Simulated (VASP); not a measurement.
# Pd (Immm) in VASP: further runs

Pd is run at these levels: PBEsol; tasks: single point.

All numbers are computed with VASP 6.6.1; they aren't measurements. Logs are shortened: lines on timing, memory, paths and dates and some standing lists are left out, and cuts for length are marked.

**1. The cell of the first run**

It takes space group Immm (No. 71, orthorhombic). Conventional cell: a = 2.702 Å, b = 2.799 Å, c = 3.890 Å, α = 90.00°, β = 90.00°, γ = 90.00°. Within 3.6 Å of Pd (site symmetry mmm) lie 12 Pd at 2.70 to 2.80 Å.

**2. Single point, PBEsol (strain +0.0350 x Voigt [0, 0, 0, 0, 1, 0])**

File INCAR:

```
SYSTEM = Pd
PREC = Accurate
ENCUT = 520
EDIFF = 1E-7
ISMEAR = 0
SIGMA = 0.15
LREAL = .False.
LASPH = .True.
NELM = 80
ALGO = Fast
ISIF = 2
LWAVE = .False.
LCHARG = .True.
GGA = PS
LELF = .True.
LVHAR = .True.
NBANDS = 11
```

File KPOINTS:

```
regular mesh
0
Gamma
  20 20 20
  0 0 0
```

File POSCAR:

```
Pd
1.0
    0.0340357500      1.9449000000      1.9449000000
    1.9789357500      0.0000000000      1.9789357500
    1.9449000000      1.9449000000      0.0340357500
Pd
1
Direct
    0.0000000000      0.0000000000      0.0000000000
```

Potentials or basis: VASP PAW PBE potentials, release 64 (Pd).

Command:

```bash
$ cat potpaw_PBE.64/Pd/POTCAR > POTCAR
$ mpirun -np 1 vasp_std > vasp.out
```

OUTCAR:

```text
SYSTEM = Pd
   PREC = Accurate
   ENCUT = 520
   EDIFF = 1E-7
   ISMEAR = 0
   LREAL = .False.
   LASPH = .True.
   NELM = 80
   ISIF = 2
   GGA = PS

 ion  position               nearest neighbor table
   1  0.000  0.000  0.000-

  LATTYP: Found a body centered orthorhombic cell.
 ALAT       =     2.7023701382
 B/A-ratio  =     1.0356234097
 C/A-ratio  =     1.4394031169

  Lattice vectors:

 A1 = (   0.0340357500,  -1.9449000000,   1.9449000000)
 A2 = (  -0.0340357500,  -1.9449000000,  -1.9449000000)
 A3 = (   1.9449000000,   1.9449000000,   0.0340357500)

Analysis of symmetry for initial positions (statically):
=====================================================================
 Subroutine PRICEL returns:
 Original cell was already a primitive cell.

 Routine SETGRP: Setting up the symmetry group for a
 body centered orthorhombic supercell.

 Subroutine GETGRP returns: Found  8 space group operations
 (whereof  8 operations were pure point group operations)
 out of a pool of  8 trial point group operations.

The static configuration has the point symmetry D_2h.

Analysis of symmetry for dynamics (positions and initial velocities):
=====================================================================
 Subroutine PRICEL returns:
 Original cell was already a primitive cell.

 Routine SETGRP: Setting up the symmetry group for a
 body centered orthorhombic supercell.

 Subroutine GETGRP returns: Found  8 space group operations
 (whereof  8 operations were pure point group operations)
 out of a pool of  8 trial point group operations.

The dynamic configuration has the point symmetry D_2h.

 Subroutine INISYM returns: Found  8 space group operations
 (whereof  8 operations are pure point group operations),
 and found     1 'primitive' translations

----------------------------------------------------------------------------------------

                                     Primitive cell

  volume of cell :      14.7092

  direct lattice vectors                    reciprocal lattice vectors
     0.034035750  1.944900000  1.944900000    -0.261661706  0.257082626  0.261661706
     1.978935750  0.000000000  1.978935750     0.252661058 -0.257082626  0.252661058
     1.944900000  1.944900000  0.034035750     0.261661706  0.257082626 -0.261661706

  length of vectors
     2.750714535  2.798637777  2.750714535     0.450583149  0.440189388  0.450583149

  position of ions in fractional coordinates (direct lattice)
     0.000000000  0.000000000  0.000000000

  ion indices of the primitive-cell ions
   primitive index   ion index
[... 76 lines left out ...]
   NSW    =      0    number of steps for IOM
   IBRION =     -1    ionic relax: 0-MD 1-quasi-New 2-CG
   NFREE  =      0    steps in history (QN), initial steepest desc. (CG)
   ISIF   =      2    stress and relaxation
   ISYM   =      2    0-nonsym 1-usesym 2-fastsym
   POTIM  = 0.5000    time-step for ionic-motion
   TEBEG  =    0.0;   TEEND  =   0.0 temperature during run
   PSTRESS=    0.0 pullay stress
   NELECT =      10.0000    total number of electrons
   NUPDOWN=      -1.0000    fix difference up-down
   EMIN   =  10.00;   EMAX   =-10.00  energy-range for DOS
   EFERMI =   0.00;   METHOD = LEGACY
   ISMEAR =     0;   SIGMA  =   0.15  broadening in eV -4-tet -1-fermi 0-gaus
   EFERMI_NEDOS =   21; number of points for ismear=-14 and -15
   IALGO  =     68    algorithm
   IMIX   =      4    mixing-type and parameters
     AMIX     =   0.40;   BMIX     =  1.00
     AMIX_MAG =   1.60;   BMIX_MAG =  1.00
  volume/ion in A,a.u.               =      14.71        99.26
  Fermi-wavevector in a.u.,A,eV,Ry     =   1.439501  2.720262 28.193481  2.072162
  Thomas-Fermi vector in A             =   2.558349
   LORBIT       =      0    0 simple, 1 ext, 2 COOP (PROOUT), +10 PAW based schemes
   GGA     = PS    functional components
   LHFCALC =     F    Hartree Fock is set to
   AEXX    =    0.0000 exact exchange contribution
   IVDW    =     0    specifies the selected vdW correction
   LEPSILON=     F    determine dielectric tensor
   LRPA    =     F    only Hartree local field effects (RPA)
 non-spin polarized calculation
 RMM-DIIS sequential band-by-band and
 Gauss-broadening in eV      SIGMA  =   0.15
  energy-cutoff  :      520.00
  volume of cell :       14.71
 maximum number of plane-waves:       407
   NGX = 11   NGY = 11   NGZ = 11

 number of electron      10.0000002 magnetization

 Free energy of the ion-electron system (eV)
  ---------------------------------------------------
  ext. energy  EPLUGINS =         0.00000000
  ---------------------------------------------------
  free energy    TOTEN  =        -5.96745747 eV

  energy without entropy =       -5.94116084  energy(sigma->0) =       -5.95430916

 E-fermi :   9.6634     XC(G=0): -13.3978

 val. band max:        9.6630661876   @ k =  -0.3000   0.4500   0.1000
 cond. band min:       9.6634095973   @ k =   0.2500   0.4500   0.0000
 fundamental gap:      0.0003434097
 Fermi energy:         9.6633894460

 k-point     1 :       0.0000    0.0000    0.0000
  band No.  band energies     occupation
      1       2.4063      2.00000
      2       6.6367      2.00000
      3       6.7590      2.00000
      4       6.9603      2.00000
      5       8.4421      2.00000
      6       8.4534      2.00000
      7      26.7716      0.00000
      8      31.0086      0.00000
      9      31.6107      0.00000
     10      32.1794      0.00000
     11      36.7578      0.00000
[... 309 lines left out ...]
 k-point    24 :      -0.4000    0.0500    0.0000
  band No.  band energies     occupation
      1       4.4212      2.00000
      2       6.6348      2.00000
      3       6.9754      2.00000
      4       8.9016      2.00000
      5       9.3977      1.98777
      6      10.3888      0.00000
      7      18.6311      0.00000
      8      26.2950      0.00000
      9      29.9268      0.00000
     10      31.3787      0.00000
     11      36.5223      0.00000

 [... further k-points ...]
[... 5 lines left out ...]
  --------------------------------------------------------------------------------------
  -------------------------------------------------------------------------------------
  Total       -0.1887365     -0.2380302     -0.1887365     -0.0000000      0.0000000     -0.2494374
  in kB      -20.5578532    -25.9270984    -20.5578532     -0.0000000      0.0000000    -27.1696043
  external PRESSURE =     -22.3476016 kB  Pullay stress =       0.0000000 kB

 VOLUME and BASIS-vectors are now :
 -----------------------------------------------------------------------------
  energy-cutoff  :      520.00
  volume of cell :       14.71
      direct lattice vectors                 reciprocal lattice vectors
     0.034035750  1.944900000  1.944900000    -0.261661706  0.257082626  0.261661706
     1.978935750  0.000000000  1.978935750     0.252661058 -0.257082626  0.252661058
     1.944900000  1.944900000  0.034035750     0.261661706  0.257082626 -0.261661706

 POSITION                                       TOTAL-FORCE (eV/Angst)
 -----------------------------------------------------------------------------------
      0.00000      0.00000      0.00000        -0.000000      0.000000     -0.000000
 -----------------------------------------------------------------------------------
    total drift:                                0.000000      0.000000     -0.000000

  FREE ENERGIE OF THE ION-ELECTRON SYSTEM (eV)
  ---------------------------------------------------
  free  energy   TOTEN  =        -5.9674574731 eV

  energy  without entropy=       -5.9411608443  energy(sigma->0) =       -5.95430916
```

OSZICAR:

```text
N       E                     dE             d eps       ncg     rms          rms(c)
DAV:   1     0.417064814933E+02    0.41706E+02   -0.51719E+03 25796   0.855E+02
DAV:   2    -0.578597675938E+01   -0.47492E+02   -0.46000E+02 28716   0.183E+02
DAV:   3    -0.635510792883E+01   -0.56913E+00   -0.56633E+00 30863   0.213E+01
DAV:   4    -0.635757413980E+01   -0.24662E-02   -0.24659E-02 30900   0.148E+00
DAV:   5    -0.635760007179E+01   -0.25932E-04   -0.25932E-04 33594   0.137E-01    0.842E+00
RMM:   6    -0.598482783074E+01    0.37277E+00   -0.51186E-01 26977   0.659E+00    0.373E+00
RMM:   7    -0.597207491086E+01    0.12753E-01   -0.10307E-02 30932   0.116E+00    0.198E+00
RMM:   8    -0.596747572579E+01    0.45992E-02   -0.17002E-03 31332   0.406E-01    0.134E-01
RMM:   9    -0.596744970833E+01    0.26017E-04   -0.21174E-04 34574   0.123E-01    0.339E-02
RMM:  10    -0.596745550246E+01   -0.57941E-05   -0.50946E-05 34123   0.533E-02    0.101E-02
RMM:  11    -0.596745703626E+01   -0.15338E-05   -0.15137E-05 35472   0.262E-02    0.103E-02
RMM:  12    -0.596745725219E+01   -0.21593E-06   -0.38281E-06 33338   0.149E-02    0.291E-03
RMM:  13    -0.596745758057E+01   -0.32838E-06   -0.14520E-06 30772   0.700E-03    0.646E-03
RMM:  14    -0.596745747480E+01    0.10577E-06   -0.14146E-07 24187   0.278E-03    0.214E-03
RMM:  15    -0.596745747307E+01    0.17293E-08   -0.31396E-08 21878   0.123E-03
   1 F= -.59674575E+01 E0= -.59543092E+01  d E =-.262966E-01
```

It took 3.1 min on 1 thread of Intel Xeon Platinum 8259CL at 2.50GHz (Skylake/Cascade Lake), shared host; peak memory 0.29 GiB.

What came out:

```
Free energy            : -5.9675 eV
Pressure               : -2.2 GPa
Band gap on the k mesh : zero (band 5 reaches 9.98 eV, above the bottom of band 6 at 8.33 eV)
```

Stress tensor (GPa, compression positive):
```
-2.06  0.00 -2.72
 0.00 -2.59  0.00
-2.72  0.00 -2.06
```

Caveat: the cell differs from its parent crystal (strain +0.0350 x Voigt [0, 0, 0, 0, 1, 0]); the PAW data sets were made with another functional, which shifts forces and pressure a little.

**3. Single point, PBEsol (strain +0.0250 x Voigt [0, 0, 0, 0, 1, 0])**

File INCAR:

```
SYSTEM = Pd
  ALGO = Fast
  EDIFF = 1E-6
  ENCUT = 520
  GGA = PS
  ISIF = 2
  ISMEAR = 0
  LASPH = .True.
  LCHARG = .False.
  LREAL = .False.
  LWAVE = .False.
  NBANDS = 11
  NELM = 100
  PREC = Accurate
  SIGMA = 0.15
```

File KPOINTS:

```
k-points
0
Gamma
  20 20 20
  0 0 0
```

File POSCAR:

```
Pd
1.0
    0.0243112500      1.9449000000      1.9449000000
    1.9692112500      0.0000000000      1.9692112500
    1.9449000000      1.9449000000      0.0243112500
Pd
1
Direct
    0.0000000000      0.0000000000      0.0000000000
```

Potentials or basis: VASP PAW PBE potentials, release 64 (Pd).

Command:

```bash
$ cat potpaw_PBE.64/Pd/POTCAR > POTCAR
$ mpirun -np 1 vasp_std > vasp.out
```

OUTCAR:

```text
SYSTEM = Pd
   EDIFF = 1E-6
   ENCUT = 520
   GGA = PS
   ISIF = 2
   ISMEAR = 0
   LASPH = .True.
   LREAL = .False.
   NELM = 100
   PREC = Accurate

 ion  position               nearest neighbor table
   1  0.000  0.000  0.000-

  LATTYP: Found a body centered orthorhombic cell.
 ALAT       =     2.7161226580
 B/A-ratio  =     1.0253164557
 C/A-ratio  =     1.4321149999

  Lattice vectors:

 A1 = (   0.0243112500,  -1.9449000000,   1.9449000000)
 A2 = (  -0.0243112500,  -1.9449000000,  -1.9449000000)
 A3 = (   1.9449000000,   1.9449000000,   0.0243112500)

Analysis of symmetry for initial positions (statically):
=====================================================================
 Subroutine PRICEL returns:
 Original cell was already a primitive cell.

 Routine SETGRP: Setting up the symmetry group for a
 body centered orthorhombic supercell.

 Subroutine GETGRP returns: Found  8 space group operations
 (whereof  8 operations were pure point group operations)
 out of a pool of  8 trial point group operations.

The static configuration has the point symmetry D_2h.

[... 160 lines left out ...]

 val. band max:        9.6600497151   @ k =  -0.2500   0.4500   0.1500
 cond. band min:       9.6610080502   @ k =  -0.2000   0.0000   0.1500
 fundamental gap:      0.0009583351
 Fermi energy:         9.6600552564

 k-point     1 :       0.0000    0.0000    0.0000
  band No.  band energies     occupation
      1       2.4046      2.00000
      2       6.6791      2.00000
      3       6.7743      2.00000
      4       6.9101      2.00000
      5       8.4356      2.00000
      6       8.4415      2.00000
      7      26.7810      0.00000
      8      31.1663      0.00000
      9      31.5930      0.00000
     10      32.0025      0.00000
     11      36.6691      0.00000
[... 309 lines left out ...]
 k-point    24 :      -0.4000    0.0500   -0.0000
  band No.  band energies     occupation
      1       4.4168      2.00000
      2       6.6757      2.00000
      3       6.9350      2.00000
      4       8.8818      2.00000
      5       9.3830      1.99100
      6      10.3747      0.00000
      7      18.5404      0.00000
      8      26.3372      0.00000
      9      30.0392      0.00000
     10      31.3870      0.00000
     11      36.5742      0.00000

 [... further k-points ...]
[... 5 lines left out ...]
  --------------------------------------------------------------------------------------
  -------------------------------------------------------------------------------------
  Total       -0.2063441     -0.2315952     -0.2063441      0.0000000      0.0000000     -0.1763053
  in kB      -22.4723550    -25.2223844    -22.4723550      0.0000000      0.0000000    -19.2009163
  external PRESSURE =     -23.3890315 kB  Pullay stress =       0.0000000 kB

 VOLUME and BASIS-vectors are now :
 -----------------------------------------------------------------------------
  energy-cutoff  :      520.00
  volume of cell :       14.71
      direct lattice vectors                 reciprocal lattice vectors
     0.024311250  1.944900000  1.944900000    -0.260336837  0.257082626  0.260336837
     1.969211250  0.000000000  1.969211250     0.253908767 -0.257082626  0.253908767
     1.944900000  1.944900000  0.024311250     0.260336837  0.257082626 -0.260336837

 POSITION                                       TOTAL-FORCE (eV/Angst)
 -----------------------------------------------------------------------------------
      0.00000      0.00000      0.00000         0.000000      0.000000      0.000000
 -----------------------------------------------------------------------------------
    total drift:                                0.000000      0.000000     -0.000000

  FREE ENERGIE OF THE ION-ELECTRON SYSTEM (eV)
  ---------------------------------------------------
  free  energy   TOTEN  =        -5.9695573744 eV

  energy  without entropy=       -5.9428991884  energy(sigma->0) =       -5.95622828
```

stdout:

```text
POSCAR found type information on POSCAR Pd
 POSCAR found :  1 types and       1 ions
 scaLAPACK will be used
 -----------------------------------------------------------------------------
|                                                                             |
|                                                                             |
|     You enforced a specific xc type in the INCAR file but a different       |
|     I HOPE YOU KNOW WHAT YOU ARE DOING!                                     |
|                                                                             |
 -----------------------------------------------------------------------------

 LDA part: xc-table for (Slater+PW92), standard interpolation
 POSCAR, INCAR and KPOINTS ok, starting setup
 FFT: planning ... GRIDC
 FFT: planning ... GRID_SOFT
 FFT: planning ... GRID
 WAVECAR not read
 entering main loop
WARNING in EDDRMM: call to ZHEGV failed, returncode =   8  4     11
```

Run time: 2.1 min. Hardware: 1 thread of Intel Xeon Platinum 8259CL at 2.50GHz (Skylake/Cascade Lake), shared host; peak memory 0.3 GiB.

Results:

* Free energy: -5.9696 eV
* Pressure: -2.3 GPa
* Band gap on the k mesh: zero (band 5 reaches 9.97 eV, above the bottom of band 6 at 8.34 eV)

Caveat: the cell differs from its parent crystal (strain +0.0250 x Voigt [0, 0, 0, 0, 1, 0]); the PAW data sets were made with another functional, which shifts forces and pressure a little.

**4. Single point, PBEsol (strain +0.0150 x Voigt [0, 0, 0, 0, 1, 0])**

File INCAR:

```
ALGO = Fast
EDIFF = 1E-7
ENCUT = 520
GGA = PS
ISIF = 2
ISMEAR = 0
LASPH = True
LCHARG = True
LELF = True
LREAL = False
LVHAR = True
LWAVE = False
NBANDS = 11
NELM = 80
PREC = Accurate
SIGMA = 0.15
```

File KPOINTS:

```
k-points
0
Gamma
  20 20 20
```

File POSCAR:

```
Pd
1.0
    0.0145867500      1.9449000000      1.9449000000
    1.9594867500      0.0000000000      1.9594867500
    1.9449000000      1.9449000000      0.0145867500
Pd
1
Direct
    0.0000000000      0.0000000000      0.0000000000
```

Command:

```bash
$ cat potpaw_PBE.64/Pd/POTCAR > POTCAR
$ mpirun -np 1 vasp_std > vasp.out
```

Wall time 2.8 min (1 thread of Intel Xeon Platinum 8259CL at 2.50GHz (Skylake/Cascade Lake), shared host); peak memory 0.29 GiB.

Results (log left out):

```
Free energy            : -5.9709 eV
Pressure               : -2.4 GPa
Band gap on the k mesh : zero (band 5 reaches 9.96 eV, above the bottom of band 6 at 8.34 eV)
```

Stress tensor (GPa, compression positive):
```
-2.39  0.00 -1.14
 0.00 -2.48  0.00
-1.14  0.00 -2.39
```

Levels at points of the mesh, in eV from the Fermi level:
```
           k point  band 3  band 4  band 5  band 6  band 7  band 8
(0.00, 0.00, 0.00)   -2.87   -2.80   -1.23   -1.22   17.13   21.67
(0.50, 0.00, 0.00)   -2.85   -0.04    0.02    0.99    7.40   16.42
(0.00, 0.50, 0.00)   -2.84   -0.06    0.00    0.85    7.18   16.56
(0.50, 0.50, 0.00)   -0.05    0.29    0.30    3.26   10.74   13.13
(0.50, 0.00, 0.50)   -0.04    0.29    0.30    3.26   10.74   12.84
```

Caveat: the cell differs from its parent crystal (strain +0.0150 x Voigt [0, 0, 0, 0, 1, 0]); the PAW data sets were made with another functional, which shifts forces and pressure a little.

**5. Single point, PBEsol (strain +0.0050 x Voigt [0, 0, 0, 0, 1, 0])**

File INCAR:

```
PREC = Accurate
ENCUT = 520
EDIFF = 1E-6
ISMEAR = 0
SIGMA = 0.15
LREAL = False
LASPH = True
NELM = 100
ALGO = Fast
ISIF = 2
LWAVE = False
LCHARG = True
GGA = PS
LELF = True
LVHAR = True
NBANDS = 11
```

File KPOINTS:

```
Automatic mesh
0
Gamma
  20 20 20
```

File POSCAR:

```
Pd
1.0
    0.0048622500      1.9449000000      1.9449000000
    1.9497622500      0.0000000000      1.9497622500
    1.9449000000      1.9449000000      0.0048622500
Pd
1
Direct
    0.0000000000      0.0000000000      0.0000000000
```

Command:

```bash
$ cat potpaw_PBE.64/Pd/POTCAR > POTCAR
$ mpirun -np 1 vasp_std > vasp.out
```

It took 2.3 min on 1 thread of Intel Xeon Platinum 8259CL at 2.50GHz (Skylake/Cascade Lake), shared host; peak memory 0.29 GiB.

Results (log left out):

* Free energy: -5.9716 eV
* Pressure: -2.5 GPa
* Band gap on the k mesh: zero (band 5 reaches 9.95 eV, above the bottom of band 6 at 8.35 eV)

Stress tensor (GPa, compression positive):
```
-2.50  0.00 -0.38
 0.00 -2.52  0.00
-0.38  0.00 -2.50
```

Levels at points of the mesh, in eV from the Fermi level:
| k point | band 2 | band 3 | band 4 | band 5 | band 6 | band 7 | band 8 | band 9 |
| --- | --- | --- | --- | --- | --- | --- | --- | --- |
| (0.00, 0.00, 0.00) | -2.89 | -2.87 | -2.84 | -1.23 | -1.23 | 17.13 | 21.83 | 21.92 |
| (0.50, 0.00, 0.00) | -2.93 | -2.89 | -0.03 | -0.01 | 0.94 | 7.32 | 16.47 | 20.96 |
| (0.00, 0.50, 0.00) | -2.93 | -2.88 | -0.03 | -0.01 | 0.90 | 7.25 | 16.51 | 21.04 |
| (0.50, 0.50, 0.00) | -5.15 | -0.04 | 0.29 | 0.29 | 3.26 | 10.74 | 13.13 | 13.13 |
| (0.50, 0.00, 0.50) | -5.15 | -0.04 | 0.29 | 0.30 | 3.26 | 10.74 | 13.03 | 13.23 |

Caveat: the cell differs from its parent crystal (strain +0.0050 x Voigt [0, 0, 0, 0, 1, 0]); the PAW data sets were made with another functional, which shifts forces and pressure a little.

**6. The runs side by side**

| cell | further INCAR settings | gap on the mesh (eV) | pressure (GPa) |
| --- | --- | --- | --- |
| a = 2.751, b = 2.799 Å, angles 59.4, 58.8, 59.4°, 1 atom | ALGO = Fast; EDIFF = 1e-07; NBANDS = 11 | none | -2.2 |
| a = 2.751, b = 2.785 Å, angles 59.6, 59.2, 59.6°, 1 atom | ALGO = Fast; EDIFF = 1e-06; NBANDS = 11 | none | -2.3 |
| a = 2.751, b = 2.771 Å, angles 59.8, 59.5, 59.8°, 1 atom | ALGO = Fast; EDIFF = 1e-07; NBANDS = 11 | none | -2.4 |
| a = 2.751, b = 2.757 Å, angles 59.9, 59.8, 59.9°, 1 atom | ALGO = Fast; EDIFF = 1e-06; NBANDS = 11 | none | -2.5 |

Alike in all rows: task single point; level PBEsol; potentials or basis VASP PAW PBE potentials, release 64 (Pd); no spin polarisation; k mesh 20 × 20 × 20; cutoff (eV) 520; smearing gaussian 0.15 eV.

Caveats: the PAW data sets were made with another functional, which shifts forces and pressure a little.

Total energies depend on the potentials used, so only differences within one code and one set of settings carry meaning.
